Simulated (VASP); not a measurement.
The system is B2Se.

```xyz
3
Lattice="1.3650 -2.8928 0.0000 1.3650 2.8928 0.0000 0.0000 0.0000 4.4460" Properties=species:S:1:pos:R:3 pbc="T T T"
B     1.3650   -2.0197    0.0000
B     1.3650    2.0197    0.0000
Se    0.0000    0.0000    2.2230
```

The cell was generated, and may not be a known phase.

| Item | Value |
| --- | --- |
| Program | VASP 6.6.1 |
| Task | relaxation of cell and atoms |
| Functional | PBE |
| Potentials or basis | VASP PAW PBE potentials, release 64 (B, Se) |
| Cutoff | 600 eV |
| k mesh | 18 × 18 × 10 |
| Occupations | gaussian, width 0.1 eV |
| Spin | no spin polarisation |

At the start: pressure -0.4 GPa; volume 11.70 Å³/atom.

Task: Where does the relaxation end?

Result: Over 26 steps the energy falls by 9.9 meV/atom and the volume is 11.54 Å³/atom (-1.4 %); space group Cmmm (No. 65, to 0.1 Å) before and after.

The path:
```tsv
step	energy change (eV)	largest force (eV/Å)	pressure (GPa)	volume (Å³)
1	0.0000	0.1581	-0.36	35.11
2	-0.0064	0.0309	0.28	34.98
3	-0.0096	0.2000	1.14	34.80
4	-0.0123	0.1281	0.92	34.86
5	-0.0138	0.0444	0.42	35.00
6	-0.0142	0.0007	0.56	34.96
7	-0.0142	0.0110	0.59	34.95
8	-0.0150	0.0041	0.17	35.04
9	-0.0155	0.0377	-0.83	35.24
10	-0.0156	0.0310	-0.61	35.20
11	-0.0165	0.0222	-0.55	35.14
12	-0.0200	0.0203	-0.34	34.97
13	-0.0264	0.1922	-0.04	34.62
14	-0.0268	0.1819	-0.04	34.59
15	-0.0270	0.1680	-0.04	34.54
16	-0.0275	0.1329	-0.03	34.54
17	-0.0284	0.0275	-0.02	34.54
18	-0.0279	0.1851	0.04	34.55
19	-0.0285	0.0427	0.00	34.54
20	-0.0286	0.0408	0.01	34.54
21	-0.0289	0.0348	0.04	34.54
22	-0.0292	0.0232	0.11	34.54
23	-0.0295	0.0020	0.27	34.54
24	-0.0296	0.0010	-0.08	34.64
25	-0.0296	0.0005	-0.02	34.62
26	-0.0296	0.0009	0.00	34.63
```

Final structure:
```
CELL_PARAMETERS angstrom
1.29685 -3.00326 0.00000
1.29685 3.00326 0.00000
0.00000 0.00000 4.44536
ATOMIC_POSITIONS crystal
B 0.85364 0.14636 0.00000
B 0.14636 0.85364 0.00000
Se 0.00000 0.00000 0.50000
```
